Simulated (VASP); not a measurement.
Set up this calculation in VASP 6.6.1, as the native input.

| Item | Value |
| --- | --- |
| Task | relaxation of cell and atoms |
| Functional | PBE |
| Potentials or basis | VASP PAW PBE potentials, release 64 (Ni) |
| Cutoff | 600 eV |
| k mesh | 12 × 12 × 6 |
| Occupations | gaussian, width 0.1 eV |
| Spin | collinear spin, ferromagnetic start |
| Starting moments | [0.82, 0.82] μB |
| Dipole correction | no |
| Further INCAR settings | ALGO = Normal; EDIFF = 1e-06; IBRION = 2; EDIFFG = -0.05; NSW = 80; ISIF = 3 |

The structure of Ni lies in POSCAR:

```
Ni
1.0
    2.4658123606      0.0000000000      0.0000000000
   -1.2329061803      2.1354561452      0.0000000000
    0.0000000000      0.0000000000      3.9905246674
Ni
2
Direct
    0.3333333333      0.6666666667      0.2500000000
    0.6666666667      0.3333333333      0.7500000000
```

This isn't the form of Ni at room conditions, which is fcc.

One way to write it, as run:

INCAR

```
SYSTEM = Ni
ALGO = Normal
EDIFF = 1E-6
EDIFFG = -0.05
ENCUT = 600
GGA = PE
IBRION = 2
ISIF = 3
ISMEAR = 0
ISPIN = 2
LASPH = .True.
LCHARG = .False.
LMAXMIX = 4
LORBIT = 11
LREAL = .False.
LWAVE = .False.
MAGMOM = 0.82 0.82
NELM = 150
NSW = 80
PREC = Accurate
SIGMA = 0.1
```

KPOINTS

```
k-points
0
Gamma
  12 12 6
  0 0 0
```

Potentials or basis: VASP PAW PBE potentials, release 64 (Ni).

The run is started by

```console
$ cat potpaw_PBE.64/Ni/POTCAR > POTCAR
$ mpirun -np 1 vasp_std > vasp.out
```

It gave:

The relaxed volume is 10.94 Å³/atom. The relaxed cell is a = 2.490 Å, b = 2.490 Å, c = 4.073 Å, α = 90.00°, β = 90.00°, γ = 120.00°. The space group after relaxing (to 0.1 Å) is P6_3/mmc (No. 194), the energy gained by relaxing is 11.7 meV/atom and the ionic steps are 4. The pressure after relaxing is -0.1 GPa and the net moment is 1.40 μB per cell. The site moments are Ni +0.71 μB. The valence electrons inside the program's atomic spheres are Ni 9.30.

Wall time 3.8 min on 1 thread of Oxide Virtual Turin-like Processor (shared host), peak memory 0.15 GiB.
